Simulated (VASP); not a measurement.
WC:

```
W C
1.0
     0.00000    2.17797    2.17797
     2.17797    0.00000    2.17797
     2.17797    2.17797    0.00000
W C
1 1
Cartesian
  0.0000 0.0000 0.0000
  2.1780 2.1780 2.1780
```

Base run:

| Property | Result |
| --- | --- |
| Program | VASP 6.6.1 |
| Functional | PBE |
| Potentials or basis | VASP PAW PBE potentials, release 64 (W_sv, C_h) |
| Cutoff | 1300 eV |
| k mesh | 10 × 10 × 10 |
| Occupations | fermi-dirac, width 0.05 eV |
| Spin | no spin polarisation |

Its results: band gap on the k mesh zero (bands 9 and 10 overlap by 3.28 eV); pressure 7.0 GPa.

**Question.** The run is repeated on the same cell with these changes: functional from PBE to LDA; potentials or basis from VASP PAW PBE potentials, release 64 (W_sv, C_h) to VASP PAW LDA potentials, release 64 (W_sv, C_h). What comes out?

**Answer.** Band gap on the k mesh zero (bands 9 and 10 overlap by 3.26 eV); pressure -6.9 GPa.

Caveats: spin-orbit coupling is left out, which moves the levels of the heavy elements; the cell stands under pressure (at least some runs); the cell stands under tension (at least some runs).
